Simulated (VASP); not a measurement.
Here is a VASP 6.6.1 calculation.

The input INCAR:

```
SYSTEM = K3I2Br
ALGO     = Normal         ! electronic algorithm
EDIFF    = 1E-7           ! SCF threshold, eV
ENCUT    = 520            ! plane-wave cutoff, eV
GGA      = CA             ! functional
ISIF     = 2              ! what is computed and relaxed
ISMEAR   = 0              ! smearing method
LASPH    = .TRUE.         ! aspherical terms in the spheres
LCHARG   = .TRUE.         ! write CHGCAR
LELF     = .TRUE.         ! ELF
LREAL    = .FALSE.        ! projectors in reciprocal space
LVHAR    = .TRUE.       
LWAVE    = .FALSE.        ! write WAVECAR
NBANDS   = 33             ! bands
NELM     = 80             ! most SCF steps
PREC     = Accurate       ! precision mode
SIGMA    = 0.05           ! smearing width, eV
```

File KPOINTS:

```
k-points
0
G
  6 6 2
  0 0 0
```

File POSCAR:

```
K3I2Br
1.0
    4.7110565424      0.0000000000      0.0000000000
   -2.3555282712      4.0798946443      0.0000000000
    0.0000000000      0.0000000000     12.4935000000
K I Br
3 2 1
Direct
    0.0000000000      0.0000000000      0.5000000000
    0.3333333333      0.6666666667      0.1519293594
    0.6666666667      0.3333333333      0.8480706406
    0.3333333333      0.6666666667      0.6741376142
    0.6666666667      0.3333333333      0.3258623858
    0.0000000000      0.0000000000      0.0000000000
```

Potentials or basis: VASP PAW LDA potentials, release 64 (K_sv, I, Br).

Command:

```bash
$ cat potpaw_LDA.64/K_sv/POTCAR potpaw_LDA.64/I/POTCAR potpaw_LDA.64/Br/POTCAR > POTCAR
$ mpirun -np 1 vasp_std > vasp.out
```

Estimate the band gap on the k mesh.

3.41 eV.

What does it give for the pressure?

-1.1 GPa.

Stress tensor (GPa, compression positive):
```
-0.83  0.00  0.00
 0.00 -0.83  0.00
 0.00  0.00 -1.60
```

Caveat: spin-orbit coupling is left out, which moves the levels of the heavy elements.
